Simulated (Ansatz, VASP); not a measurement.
# One calculation of Rh, two programs

File INCAR:

```
SYSTEM = Rh
PREC = Accurate ; ENCUT = 520
EDIFF = 1E-6 ; ISMEAR = 0
SIGMA = 0.15 ; LREAL = .False.
LASPH = .True. ; NELM = 60
ALGO = Fast ; ISIF = 2
LWAVE = .False. ; LCHARG = .False.
GGA = PS ; NBANDS = 14
```

The input KPOINTS:

```
regular mesh
0
Gamma
  28 28 28
  0 0 0
```

File POSCAR:

```
Rh
1.0
    0.0000000000      1.9372464942      1.8427466652
    1.9372464942      0.0000000000      1.8427466652
    1.9372464942      1.9372464942      0.0000000000
Rh
1
Direct
    0.0000000000      0.0000000000      0.0000000000
```

Input for Ansatz:

```yaml
crystal:
  lattice:
    - [0.0, 1.9372464942, 1.8427466652]
    - [1.9372464942, 0.0, 1.8427466652]
    - [1.9372464942, 1.9372464942, 0.0]
  atoms:
    - { symbol: Rh, position: [0.0, 0.0, 0.0] }
basis:
  ecutwfc: 420
kpoints:
  mp_grid: { grid: [28, 28, 28] }
hamiltonian:
  xc: pbesol
scf:
  occupations: { method: gaussian, width: 0.15 }
output:
  forces: true
  stress: true
  eigenvalues: true
  write_density: true
  write_potential: true
  elf: true
  volumetric_format: npy
```

Change from the starting cell: strain +0.025 along x and y, -0.025 along z, atoms carried along.

Alike in both runs: task single point; functional PBEsol; k mesh 28 × 28 × 28; occupations gaussian, width 0.15 eV; no spin polarisation.

```csv
,VASP,Ansatz
version,VASP 6.6.1,Ansatz 0.2.0
potentials or method,"VASP PAW PBE potentials, release 64 (Rh_pv), cutoff 520 eV","scalar-relativistic, plane waves, PAW"
valence electrons in the cell,15,17
```

Ansatz gave:

```
gap on the k mesh at the Fermi level (eV)                     : none
pressure (GPa)                                                : -6.2
traceless stress, the component that is largest in VASP (GPa) : 7.71
```

Question: What did VASP give for the same quantities?

Answer: gap on the k mesh at the Fermi level (eV): none; pressure (GPa): -6.4; traceless stress, the component that is largest in VASP (GPa): 7.69.

VASP's potentials were made for PBE, not for PBEsol. A gap of «none» marks a metal or a gap that the smearing closes. With one functional, cell and mesh, what is left measures potentials, basis and numerics. VASP's potentials hold 15 valence electrons a cell and Ansatz's 17, so a difference there can come from the potentials and not from the codes.
